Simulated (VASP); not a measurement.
Write the native input for VASP 6.6.1 that does the following.

| Quantity | Value |
| --- | --- |
| Task | single point |
| Functional | LDA |
| Potentials or basis | VASP PAW LDA potentials, release 64 (C) |
| Cutoff | 520 eV |
| k mesh | 12 × 12 × 1 |
| Occupations | fermi-dirac, width 0.1 eV |
| Spin | no spin polarisation |
| Dipole correction | no |
| Further INCAR settings | ALGO = Normal; EDIFF = 1e-06; NBANDS = 16 |

The structure of C lies in POSCAR:

```
C
1.0
    2.4562280000      0.0000000000      0.0000000000
   -1.2281140000      2.1271550000      0.0000000000
    0.0000000000      0.0000000000     24.1339600000
C
4
Direct
    0.0000000000      0.0000000000      0.5704690000
    0.0000000000      0.0000000000      0.4295310000
    0.3333333333      0.6666666667      0.4295250000
    0.6666666667      0.3333333333      0.5704750000
```

The input as run:

INCAR

```
PREC = Accurate ; ENCUT = 520
EDIFF = 1E-6 ; ISMEAR = -1
SIGMA = 0.1 ; LREAL = F
LASPH = T ; NELM = 100
ALGO = Normal ; ISIF = 2
LWAVE = F ; LCHARG = T
LELF = T ; LVHAR = T
NBANDS = 16
```

KPOINTS

```
Automatic mesh
0
Gamma
  12 12 1
```

Potentials or basis: VASP PAW LDA potentials, release 64 (C).

Launch:

```bash
$ cat potpaw_LDA.64/C/POTCAR > POTCAR
$ mpirun -np 1 vasp_std > vasp.out
```

Results of the run:

* Largest force: 0.022 eV/Å
* Band gap on the k mesh: zero (filled and empty bands touch)

Run time: 20 s on 1 thread of Intel(R) Xeon(R) 6975P-C (Granite Rapids) (shared host), peak memory 0.18 GiB.
